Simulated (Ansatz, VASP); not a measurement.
# One calculation of SnSe, two programs

```xyz
2
Lattice="0.0000 3.2494 3.2494 3.2494 0.0000 3.2494 3.2494 3.2494 0.0000" Properties=species:S:1:pos:R:3 pbc="T T T"
Sn    0.0000    0.0000    0.0000
Se    1.6247    1.6247    1.6247
```

Alike in both runs: task single point; functional PBE; k mesh 10 × 10 × 10; occupations gaussian, width 0.01 eV; no spin polarisation.

```csv
,VASP,Ansatz
version,VASP 6.6.1,Ansatz 0.2.0
potentials or method,"VASP PAW PBE potentials, release 64 (Sn_d, Se), cutoff 520 eV","scalar-relativistic, plane waves, PAW"
valence electrons in the cell,20,30
```

```tsv
	VASP	Ansatz	Ansatz less VASP
gap on the k mesh at the Fermi level (eV)	none	none	-
pressure (GPa)	4.9	4.9	0.00
```

A gap of «none» marks a metal or a gap that the smearing closes. With one functional, cell and mesh, what is left measures potentials, basis and numerics. VASP's potentials hold 20 valence electrons a cell and Ansatz's 30, so a difference there can come from the potentials and not from the codes.
